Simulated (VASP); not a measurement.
A run of VASP 6.6.1 is set up as follows.

File INCAR:

```
SYSTEM = MgO
  PREC = Accurate
  ENCUT = 600
  EDIFF = 1E-6
  ISMEAR = 0
  SIGMA = 0.02
  LREAL = .FALSE.
  LASPH = .TRUE.
  NELM = 120
  ALGO = Normal
  ISIF = 2
  LWAVE = .FALSE.
  LCHARG = .FALSE.
  GGA = PE
  NBANDS = 11
  GGA_COMPAT = .FALSE.
```

Contents of KPOINTS:

```
regular mesh
0
G
  10 10 10
  0 0 0
```

Contents of POSCAR:

```
MgO
1.0
    0.0000000000      2.1275038064      2.1275038064
    2.1275038064      0.0000000000      2.1275038064
    2.1275038064      2.1275038064      0.0000000000
Mg O
1 1
Direct
    0.0000000000      0.0000000000      0.0000000000
    0.5000000000      0.5000000000      0.5000000000
```

Potentials or basis: VASP PAW PBE potentials, release 64 (Mg, O).

The run is started by

```console
$ cat potpaw_PBE.64/Mg/POTCAR potpaw_PBE.64/O/POTCAR > POTCAR
$ mpirun -np 1 vasp_std > vasp.out
```

(1) Estimate the band gap on the k mesh.

(2) Estimate the pressure.

Results:

(1) 4.44 eV, direct.

(2) -1.2 GPa.

**The experiment to reproduce.**

“Electronic structure of alkaline earth and post-transition metal oxides”, 2009, arxiv:0908.1581 quotes, for a bulk crystal of MgO: band gap 7.83 eV.

Against the measured gap of MgO, 7.83 eV (quoted in “Electronic structure of alkaline earth and post-transition metal oxides”, 2009, arxiv:0908.1581), the calculated 4.44 eV is off by -3.39 eV. The value is that of PBE, without temperature or zero-point motion. Semilocal functionals fall short of measured gaps as a rule.
